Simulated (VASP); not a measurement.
Runs of VASP 6.6.1 on TiO2. The structure is that of space group I4_1/amd (No. 141), or close to it. The cells are those of the table. 

| level | cell | k mesh | gap on the mesh (eV) | pressure (GPa) | largest force (eV/Å) |
| --- | --- | --- | --- | --- | --- |
| PBE | a = 5.543 Å, angles 139.9, 139.9, 58.0°, 6 atoms | 8 × 8 × 8 | 2.14 | 0.7 | 0.02 |
| r2SCAN | a = 5.486 Å, angles 139.7, 139.7, 58.3°, 6 atoms | 8 × 8 × 8 | 2.59 | 1.2 | 0.03 |
| PBEsol | a = 5.471 Å, angles 139.7, 139.7, 58.3°, 6 atoms | 8 × 8 × 8 | 2.13 | 0.7 | 0.02 |
| PBE | a = 5.486 Å, angles 139.7, 139.7, 58.3°, 6 atoms | 10 × 10 × 10 | 2.14 | (a) | (b) |

Alike in all rows: task single point; potentials or basis VASP PAW PBE potentials, release 64 (Ti_sv, O); no spin polarisation; cutoff (eV) 520; smearing fermi-dirac 0.02 eV.

Task: Fill in the values left out.

Result: (a) 5.4; (b) 0.11.

Caveats: the PAW data sets were made with another functional, which shifts forces and pressure a little (some runs).

A k mesh can miss the band edges.
